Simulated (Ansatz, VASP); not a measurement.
# Two plane-wave programs on Rh

```
Rh
1.0
     0.00000    1.90155    1.80647
     1.90155    0.00000    1.80647
     1.90155    1.90155    0.00000
Rh
1
Direct
  0.00000 0.00000 0.00000
```

Change from the starting cell: strain +0.000 along x and y, -0.050 along z, atoms carried along.

Alike in both runs: task single point; functional r2SCAN; k mesh 22 × 22 × 22; occupations gaussian, width 0.15 eV; no spin polarisation.

|  | VASP | Ansatz |
| --- | --- | --- |
| version | VASP 6.6.1 | Ansatz 0.2.0 |
| potentials or method | VASP PAW PBE potentials, release 64 (Rh_pv), cutoff 520 eV | scalar-relativistic, plane waves, PAW |
| valence electrons in the cell | 15 | 17 |

VASP gave:

```
gap on the k mesh at the Fermi level (eV)                     : none
pressure (GPa)                                                : 17.6
traceless stress, the component that is largest in VASP (GPa) : 9.17
```

Task: Estimate Ansatz's values.

Result: gap on the k mesh at the Fermi level (eV): none; pressure (GPa): 16.1; traceless stress, the component that is largest in VASP (GPa): 9.12.

VASP's potentials were made for PBE, not for r2SCAN. A gap of «none» marks a metal or a gap that the smearing closes. VASP's potentials hold 15 valence electrons a cell and Ansatz's 17, so a difference there can come from the potentials and not from the codes.
